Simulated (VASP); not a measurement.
Crystal: TiB2.

```
CELL_PARAMETERS angstrom
4.48000 0.00000 0.00000
0.00000 4.48000 0.00000
0.00000 0.00000 2.91200
ATOMIC_POSITIONS crystal
Ti 0.00000 0.00000 0.00000
Ti 0.50000 0.50000 0.50000
B 0.30500 0.30500 0.00000
B 0.19500 0.80500 0.50000
B 0.69500 0.69500 0.00000
B 0.80500 0.19500 0.50000
```

```yaml
Program: VASP 6.6.1
Task: relaxation of cell and atoms
Functional: PBE
Potentials_or_basis: VASP PAW PBE potentials, release 64 (Ti_sv, B)
Cutoff: 600 eV
k_mesh: 10 × 10 × 15
Occupations: gaussian, width 0.1 eV
Spin: no spin polarisation
```

At the start: pressure 67.0 GPa; volume 9.74 Å³/atom.

Where does the relaxation end?

Over 26 steps the energy falls by 1787.8 meV/atom and the volume is 12.30 Å³/atom (+26.3 %); space group P4_2/mnm (No. 136, to 0.1 Å) before and after.

Step by step:
| step | energy change (eV) | largest force (eV/Å) | pressure (GPa) | volume (Å³) |
| --- | --- | --- | --- | --- |
| 1 | 0.0000 | 0.9394 | 66.99 | 58.45 |
| 2 | -3.9627 | 1.2854 | -10.27 | 99.84 |
| 3 | -4.5481 | 1.2140 | 1.36 | 84.73 |
| 4 | -4.5492 | 1.2293 | 0.47 | 85.54 |
| 5 | -4.7690 | 0.7584 | -1.38 | 87.07 |
| 6 | -4.9438 | 0.0892 | -4.09 | 90.27 |
| 7 | -5.0596 | 0.1620 | -4.40 | 90.25 |
| 8 | -5.5240 | 0.4949 | -5.41 | 90.13 |
| 9 | -6.9880 | 1.2101 | -8.12 | 89.64 |
| 10 | -9.0992 | 3.9208 | -4.07 | 87.72 |
| 11 | -8.8418 | 0.6890 | -9.31 | 88.72 |
| 12 | -9.2721 | 0.7571 | -7.78 | 88.25 |
| 13 | -9.3070 | 1.7419 | -6.69 | 88.04 |
| 14 | -9.3563 | 5.4431 | -3.59 | 84.92 |
| 15 | -9.5042 | 3.4712 | -5.57 | 86.34 |
| 16 | -10.2356 | 1.7724 | -7.95 | 83.03 |
| 17 | -10.5747 | 0.3558 | -7.68 | 78.75 |
| 18 | -10.5746 | 0.2192 | -7.79 | 79.01 |
| 19 | -10.6966 | 0.0739 | -2.90 | 75.46 |
| 20 | -10.7143 | 0.0031 | -0.10 | 73.72 |
| 21 | -10.7144 | 0.0089 | 0.13 | 73.59 |
| 22 | -10.7234 | 0.0337 | 0.10 | 73.68 |
| 23 | -10.7267 | 0.0771 | 0.08 | 73.78 |
| 24 | -10.7267 | 0.0769 | 0.07 | 73.78 |
| 25 | -10.7269 | 0.0369 | 0.17 | 73.82 |
| 26 | -10.7270 | 0.0017 | 0.11 | 73.81 |

Final structure:
```
Ti B
1.0
     4.13934    0.00000    0.00000
     0.00000    4.13934    0.00000
     0.00000    0.00000    4.30752
Ti B
2 4
Cartesian
  0.0000 0.0000 0.0000
  2.0697 2.0697 2.1538
  1.5227 1.5227 0.0000
  0.5469 3.5924 2.1538
  2.6166 2.6166 0.0000
  3.5924 0.5469 2.1538
```

Caveat: the volume moved by over 15 % at a fixed basis, so the end points are rough.
